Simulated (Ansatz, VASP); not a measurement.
## One calculation of Lu, two programs

```
Lu
1.0
    -1.91008    1.91008    1.91008
     1.91008   -1.91008    1.91008
     1.91008    1.91008   -1.91008
Lu
1
Direct
  0.00000 0.00000 0.00000
```

Alike in both runs: functional PBEsol; k mesh 16 × 16 × 16; no spin polarisation.

Ansatz relaxed the structure, and its values are those at the end. VASP's run is a single point on that final structure, the one shown.

|  | VASP | Ansatz |
| --- | --- | --- |
| version | VASP 6.6.1 | Ansatz 0.2.0 |
| potentials or method | VASP PAW PBE potentials, release 64 (Lu) | plane waves, PAW |
| plane-wave cutoff (eV) | 520 | 420 |
| occupations | gaussian, width 0.1 eV | gaussian |
| valence electrons in the cell | 25 | 25 |

VASP gave:

* pressure (GPa): 0.1

Q: Which values does Ansatz return?

A: Pressure (GPa): 0.0.

VASP's potentials were made for PBE, not for PBEsol.

Spin-orbit coupling is off throughout.
